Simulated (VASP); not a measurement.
# NaI (I4mm) in VASP: single point with PBEsol

Aim: the single point of NaI with PBEsol.

All numbers are computed with VASP 6.6.1; they aren't measurements. Logs are shortened: lines on timing, memory, paths and dates and some standing lists are left out, and cuts for length are marked.

## (1) The cell of the first run

Symmetry: I4mm, No. 107, tetragonal system. Conventional cell: a = 4.577 Å, b = 4.577 Å, c = 6.473 Å, α = 90.00°, β = 90.00°, γ = 90.00°. Na (site symmetry 4mm) has 6 I at 3.17 to 3.30 Å within 4.2 Å. Within 4.2 Å of I (site symmetry 4mm) lie 6 Na at 3.17 to 3.30 Å.

## (2) Single point, PBEsol (all I atoms moved +0.062 Å, as atom 2 along Cartesian [0 1 0])

INCAR

```
SYSTEM = NaI
ALGO     = Normal         ! electronic algorithm
EDIFF    = 1E-7           ! SCF threshold, eV
ENCUT    = 520            ! plane-wave cutoff, eV
GGA      = PS             ! functional
ISIF     = 2              ! what is computed and relaxed
ISMEAR   = 0              ! smearing method
LASPH    = .True.         ! aspherical terms in the spheres
LCHARG   = .False.        ! write CHGCAR
LREAL    = .False.        ! projectors in reciprocal space
LWAVE    = .False.        ! write WAVECAR
NBANDS   = 14             ! bands
NELM     = 60             ! most SCF steps
PREC     = Accurate       ! precision mode
SIGMA    = 0.05           ! smearing width, eV
```

KPOINTS

```
k-points
0
Gamma
  6 6 6
  0 0 0
```

POSCAR

```
NaI
1.0
    0.0000000000      3.2364000000      3.2364000000
    3.2364000000      0.0000000000      3.2364000000
    3.2364000000      3.2364000000      0.0000000000
Na I
1 1
Direct
    0.0000000000      0.0000000000      0.0000000000
    0.5096557904      0.4903442096      0.5096557904
```

Potentials or basis: VASP PAW PBE potentials, release 64 (Na_pv, I).

Started as:

```
> cat potpaw_PBE.64/Na_pv/POTCAR potpaw_PBE.64/I/POTCAR > POTCAR
> mpirun -np 1 vasp_std > vasp.out
```

OUTCAR:

```text
SYSTEM = NaI
   EDIFF = 1E-7
   ENCUT = 520
   GGA = PS
   ISIF = 2
   ISMEAR = 0
   LASPH = .True.
   LREAL = .False.
   NELM = 60
   PREC = Accurate

 ion  position               nearest neighbor table
   1  0.000  0.000  0.000-   2 3.17
   2  0.510  0.490  0.510-   1 3.17

  LATTYP: Found a face centered cubic cell.
 ALAT       =     6.4728000000

  Lattice vectors:

 A1 = (   0.0000000000,   3.2364000000,   3.2364000000)
 A2 = (   3.2364000000,   0.0000000000,   3.2364000000)
 A3 = (   3.2364000000,   3.2364000000,   0.0000000000)

Analysis of symmetry for initial positions (statically):
=====================================================================
 Subroutine PRICEL returns:
 Original cell was already a primitive cell.

 Routine SETGRP: Setting up the symmetry group for a
 face centered cubic supercell.

 Subroutine GETGRP returns: Found  8 space group operations
 (whereof  8 operations were pure point group operations)
 out of a pool of 48 trial point group operations.

The static configuration has the point symmetry C_4v.

Analysis of symmetry for dynamics (positions and initial velocities):
=====================================================================
 Subroutine PRICEL returns:
 Original cell was already a primitive cell.

 Routine SETGRP: Setting up the symmetry group for a
 face centered cubic supercell.

 Subroutine GETGRP returns: Found  8 space group operations
 (whereof  8 operations were pure point group operations)
 out of a pool of 48 trial point group operations.

The dynamic configuration has the point symmetry C_4v.

 Subroutine INISYM returns: Found  8 space group operations
 (whereof  8 operations are pure point group operations),
 and found     1 'primitive' translations

----------------------------------------------------------------------------------------

                                     Primitive cell

  volume of cell :      67.7980

  direct lattice vectors                    reciprocal lattice vectors
     0.000000000  3.236400000  3.236400000    -0.154492646  0.154492646  0.154492646
     3.236400000  0.000000000  3.236400000     0.154492646 -0.154492646  0.154492646
     3.236400000  3.236400000  0.000000000     0.154492646  0.154492646 -0.154492646

  length of vectors
     4.576960773  4.576960773  4.576960773     0.267589113  0.267589113  0.267589113

  position of ions in fractional coordinates (direct lattice)
     0.000000000  0.000000000  0.000000000
     0.509655790  0.490344210  0.509655790

  ion indices of the primitive-cell ions
   primitive index   ion index
                 1           1
                 2           2

----------------------------------------------------------------------------------------

 KPOINTS: k-points

Automatic generation of k-mesh.
 Grid dimensions read from file:
 generate k-points for:    6    6    6

 Generating k-lattice:

  Cartesian coordinates                     Fractional coordinates (reciprocal lattice)
    -0.025748774  0.025748774  0.025748774     0.166666667  0.000000000  0.000000000
     0.025748774 -0.025748774  0.025748774     0.000000000  0.166666667  0.000000000
     0.025748774  0.025748774 -0.025748774     0.000000000  0.000000000  0.166666667

  Length of vectors
     0.044598185  0.044598185  0.044598185

  Shift w.r.t. Gamma in fractional coordinates (k-lattice)
     0.000000000  0.000000000  0.000000000

 Subroutine IBZKPT returns following result:
 ===========================================

 Found     30 irreducible k-points:

 Following reciprocal coordinates:
            Coordinates               Weight
  0.000000  0.000000  0.000000      1.000000
  0.166667  0.000000  0.000000      8.000000
  0.333333  0.000000  0.000000      8.000000
  0.500000  0.000000  0.000000      4.000000
  0.166667  0.166667  0.000000      4.000000
  0.166667  0.000000  0.166667      2.000000
[... 16 lines left out ...]
  0.500000  0.333333  0.166667      8.000000
  0.166667  0.500000  0.333333      8.000000
 [... further k-points ...]
   k-points           NKPTS =     30   k-points in BZ     NKDIM =     30   number of bands    NBANDS=     14
   number of dos      NEDOS =    301   number of ions     NIONS =      2
   total plane-waves  NPLWV =  46656
   dimension x,y,z NGX =    36 NGY =   36 NGZ =   36
   dimension x,y,z NGXF=    72 NGYF=   72 NGZF=   72
   ions per type =               1   1
   NGX,Y,Z   is equivalent  to a cutoff of  13.08, 13.08, 13.08 a.u.
   NGXF,Y,Z  is equivalent  to a cutoff of  26.15, 26.15, 26.15 a.u.
 SYSTEM =  NaI
   PREC   = accura    normal or accurate (medium, high low for compatibility)
   ISTART =      0    job   : 0-new  1-cont  2-samecut
   ICHARG =      2    charge: 1-file 2-atom 10-const
   ISPIN  =      1    spin polarized calculation?
   LNONCOLLINEAR =      F non collinear calculations
   LSORBIT =      F    spin-orbit coupling
   LASPH  =      T    aspherical Exc in radial PAW
   ENCUT  =  520.0 eV  38.22 Ry    6.18 a.u.   8.51  8.51  8.51*2*pi/ulx,y,z
   NELM   =     60;   NELMIN=  2; NELMDL= -5     # of ELM steps
   EDIFF  = 0.1E-06   stopping-criterion for ELM
   LREAL  =      F    real-space projection
   EDIFFG = 0.1E-05   stopping-criterion for IOM
   NSW    =      0    number of steps for IOM
   IBRION =     -1    ionic relax: 0-MD 1-quasi-New 2-CG
   NFREE  =      0    steps in history (QN), initial steepest desc. (CG)
   ISIF   =      2    stress and relaxation
   ISYM   =      2    0-nonsym 1-usesym 2-fastsym
   POTIM  = 0.5000    time-step for ionic-motion
   TEBEG  =    0.0;   TEEND  =   0.0 temperature during run
   PSTRESS=    0.0 pullay stress
   NELECT =      14.0000    total number of electrons
   NUPDOWN=      -1.0000    fix difference up-down
   EMIN   =  10.00;   EMAX   =-10.00  energy-range for DOS
   EFERMI =   0.00;   METHOD = LEGACY
   ISMEAR =     0;   SIGMA  =   0.05  broadening in eV -4-tet -1-fermi 0-gaus
   EFERMI_NEDOS =   21; number of points for ismear=-14 and -15
   IALGO  =     38    algorithm
   IMIX   =      4    mixing-type and parameters
     AMIX     =   0.40;   BMIX     =  1.00
     AMIX_MAG =   1.60;   BMIX_MAG =  1.00
  volume/ion in A,a.u.               =      33.90       228.76
  Fermi-wavevector in a.u.,A,eV,Ry     =   0.967636  1.828567 12.739397  0.936319
  Thomas-Fermi vector in A             =   2.097538
   LORBIT       =      0    0 simple, 1 ext, 2 COOP (PROOUT), +10 PAW based schemes
   GGA     = PS    functional components
   LHFCALC =     F    Hartree Fock is set to
   AEXX    =    0.0000 exact exchange contribution
   IVDW    =     0    specifies the selected vdW correction
   LEPSILON=     F    determine dielectric tensor
   LRPA    =     F    only Hartree local field effects (RPA)
 non-spin polarized calculation
 Gauss-broadening in eV      SIGMA  =   0.05
  energy-cutoff  :      520.00
  volume of cell :       67.80
 maximum number of plane-waves:      1853
 NGX is ok and might be reduce to    36
   NGX = 17   NGY = 17   NGZ = 17

 number of electron      13.9999993 magnetization

 Free energy of the ion-electron system (eV)
  ---------------------------------------------------
  ext. energy  EPLUGINS =         0.00000000
  ---------------------------------------------------
  free energy    TOTEN  =        -5.66501915 eV

  energy without entropy =       -5.66501915  energy(sigma->0) =       -5.66501915

 E-fermi :   0.9641     XC(G=0):  -7.8442

 val. band max:        0.7175628419   @ k =   0.0000   0.0000   0.0000
 cond. band min:       4.2240888387   @ k =   0.0000   0.0000   0.0000
 fundamental gap:      3.5065259968
 Fermi energy:         0.9641435589

 k-point     1 :       0.0000    0.0000    0.0000
  band No.  band energies     occupation
      1     -21.5269      2.00000
      2     -21.5268      2.00000
      3     -21.5267      2.00000
      4     -10.3394      2.00000
      5       0.7160      2.00000
      6       0.7176      2.00000
      7       0.7176      2.00000
      8       4.2241      0.00000
      9       8.5630      0.00000
     10       8.5630      0.00000
     11       8.5646      0.00000
     12      10.4350      0.00000
     13      10.4386      0.00000
     14      10.9521      0.00000

 k-point     2 :       0.1667    0.0000    0.0000
  band No.  band energies     occupation
      1     -21.5282      2.00000
      2     -21.5269      2.00000
      3     -21.5268      2.00000
      4     -10.2649      2.00000
      5      -0.0349      2.00000
      6       0.6402      2.00000
      7       0.6412      2.00000
      8       5.0466      0.00000
      9       8.0558      0.00000
     10       8.7567      0.00000
     11       8.7581      0.00000
     12       9.9058      0.00000
     13       9.9095      0.00000
     14      11.4261      0.00000

 k-point     3 :       0.3333    0.0000    0.0000
  band No.  band energies     occupation
      1     -21.5310      2.00000
      2     -21.5271      2.00000
      3     -21.5270      2.00000
      4     -10.1071      2.00000
      5      -1.0769      2.00000
      6       0.4978      2.00000
      7       0.4987      2.00000
      8       5.6816      0.00000
      9       8.3468      0.00000
     10       8.3472      0.00000
     11       8.6295      0.00000
     12      10.7559      0.00000
     13      10.9358      0.00000
     14      10.9411      0.00000

 k-point     4 :       0.5000    0.0000    0.0000
  band No.  band energies     occupation
      1     -21.5324      2.00000
      2     -21.5272      2.00000
      3     -21.5271      2.00000
      4     -10.0231      2.00000
      5      -1.4991      2.00000
      6       0.4311      2.00000
      7       0.4320      2.00000
      8       5.6642      0.00000
      9       8.0910      0.00000
     10       8.0924      0.00000
     11       9.4128      0.00000
     12      10.8654      0.00000
     13      12.9663      0.00000
     14      12.9769      0.00000

 k-point     5 :       0.1667    0.1667    0.0000
  band No.  band energies     occupation
      1     -21.5279      2.00000
      2     -21.5274      2.00000
      3     -21.5272      2.00000
      4     -10.2416      2.00000
      5      -0.0298      2.00000
      6       0.5002      2.00000
      7       0.5015      2.00000
      8       5.3419      0.00000
      9       7.5340      0.00000
     10       8.6924      0.00000
     11       9.1788      0.00000
[... 276 lines left out ...]
 k-point    22 :       0.5000    0.0000    0.5000
  band No.  band energies     occupation
      1     -21.5311      2.00000
      2     -21.5285      2.00000
      3     -21.5285      2.00000
      4      -9.9456      2.00000
      5      -1.2222      2.00000
      6      -0.0387      2.00000
      7      -0.0387      2.00000
      8       5.1580      0.00000
      9       6.1404      0.00000
     10      10.4312      0.00000
     11      11.9136      0.00000
     12      11.9136      0.00000
     13      12.2947      0.00000
     14      13.9363      0.00000

 k-point    23 :       0.5000    0.3333    0.1667
  band No.  band energies     occupation
      1     -21.5306      2.00000
      2     -21.5286      2.00000
      3     -21.5278      2.00000
      4     -10.0119      2.00000
      5      -0.9954      2.00000
      6      -0.2150      2.00000
      7       0.1996      2.00000
      8       6.5801      0.00000
      9       7.3341      0.00000
     10       7.5999      0.00000
     11       9.6654      0.00000
     12      10.7518      0.00000
     13      12.7697      0.00000
     14      13.6031      0.00000

 k-point    24 :       0.1667    0.5000    0.3333
  band No.  band energies     occupation
      1     -21.5305      2.00000
      2     -21.5288      2.00000
      3     -21.5276      2.00000
      4     -10.0119      2.00000
      5      -0.9952      2.00000
      6      -0.2159      2.00000
      7       0.2005      2.00000
      8       6.5817      0.00000
      9       7.3336      0.00000
     10       7.5990      0.00000
     11       9.6630      0.00000
     12      10.7515      0.00000
     13      12.7713      0.00000
     14      13.6014      0.00000

 [... further k-points ...]

------------------------ aborting loop because EDIFF is reached ----------------------------------------

  FORCE on cell =-STRESS in cart. coord.  units (eV):
  Direction    XX          YY          ZZ          XY          YZ          ZX
  --------------------------------------------------------------------------------------
  -------------------------------------------------------------------------------------
  Total       -0.2040087     -0.1741056     -0.2040087     -0.0000000      0.0000000      0.0000000
  in kB       -4.8210615     -4.1144032     -4.8210615     -0.0000000      0.0000000      0.0000000
  external PRESSURE =      -4.5855087 kB  Pullay stress =       0.0000000 kB

 VOLUME and BASIS-vectors are now :
 -----------------------------------------------------------------------------
  energy-cutoff  :      520.00
  volume of cell :       67.80
      direct lattice vectors                 reciprocal lattice vectors
     0.000000000  3.236400000  3.236400000    -0.154492646  0.154492646  0.154492646
     3.236400000  0.000000000  3.236400000     0.154492646 -0.154492646  0.154492646
     3.236400000  3.236400000  0.000000000     0.154492646  0.154492646 -0.154492646

 POSITION                                       TOTAL-FORCE (eV/Angst)
 -----------------------------------------------------------------------------------
      0.00000      0.00000      0.00000         0.000000      0.053829      0.000000
      3.23640      3.29890      3.23640         0.000000     -0.053829      0.000000
 -----------------------------------------------------------------------------------
    total drift:                                0.000000      0.000037      0.000000

  FREE ENERGIE OF THE ION-ELECTRON SYSTEM (eV)
  ---------------------------------------------------
  free  energy   TOTEN  =        -5.6650191537 eV

  energy  without entropy=       -5.6650191537  energy(sigma->0) =       -5.66501915
```

It took 11 s on 1 thread of Intel Xeon 6975P-C (Granite Rapids), shared host; peak memory 0.21 GiB.

Results:

```
Free energy            : -5.6650 eV
Pressure               : -0.5 GPa
Largest force          : 0.054 eV/Å
Band gap on the k mesh : 3.51 eV, direct
```

Forces in eV/Å, atoms in the order of the input:
```
Na   0.000  0.054  0.000
I    0.000 -0.054  0.000
```

Caveat: the cell differs from its parent crystal (all I atoms moved +0.062 Å, as atom 2 along Cartesian [0 1 0]); the PAW data sets were made with another functional, which shifts forces and pressure a little; spin-orbit coupling is left out, which moves the levels of the heavy elements.
